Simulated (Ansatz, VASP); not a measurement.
# Two plane-wave programs on Be

```
CELL_PARAMETERS angstrom
3.73749 0.00000 0.00000
0.00000 3.73749 0.00000
0.00000 0.00000 2.27166
ATOMIC_POSITIONS crystal
Be 0.29735 0.29735 0.00000
Be 0.70265 0.70265 0.00000
Be 0.20265 0.79735 0.50000
Be 0.79735 0.20265 0.50000
```

Alike in both runs: functional PBEsol; k mesh 12 × 12 × 20; occupations gaussian, width 0.1 eV; no spin polarisation.

Ansatz relaxed the structure, and its values are those at the end. VASP's run is a single point on that final structure, the one shown.

|  | VASP | Ansatz |
| --- | --- | --- |
| version | VASP 6.6.1 | Ansatz 0.2.0 |
| potentials or method | VASP PAW PBE potentials, release 64 (Be), cutoff 520 eV | scalar-relativistic, plane waves, PAW |
| valence electrons in the cell | 8 | 8 |

```tsv
	VASP	Ansatz	Ansatz less VASP
gap on the k mesh at the Fermi level (eV)	none	none	-
pressure (GPa)	0.4	0.0	-0.37
```

VASP's potentials were made for PBE, not for PBEsol. A gap of «none» marks a metal or a gap that the smearing closes.
